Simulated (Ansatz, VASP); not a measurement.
## One calculation of ZrC, two programs

```
CELL_PARAMETERS angstrom
0.00000 2.33444 2.33444
2.33444 0.00000 2.33444
2.33444 2.33444 0.00000
ATOMIC_POSITIONS crystal
Zr 0.50000 0.50000 0.50000
C 0.00000 0.00000 0.00000
```

Change from the starting cell: volume scaled by 0.98, crystal datasets.

Alike in both runs: task electric field gradients; functional PBE; k mesh 15 × 15 × 15; occupations fermi-dirac, width 0.05 eV; no spin polarisation.

|  | VASP | Ansatz |
| --- | --- | --- |
| version | VASP 6.6.1 | Ansatz 0.2.0 |
| potentials or method | VASP PAW PBE potentials, release 64 (Zr_sv, C), cutoff 520 eV | all-electron PAW with datasets made for the crystal, scalar-relativistic |

```csv
,VASP,Ansatz,Ansatz less VASP
pressure (GPa),6.2,6.0,-0.20
```

Ansatz ran all-electron here, and VASP with PAW potentials.
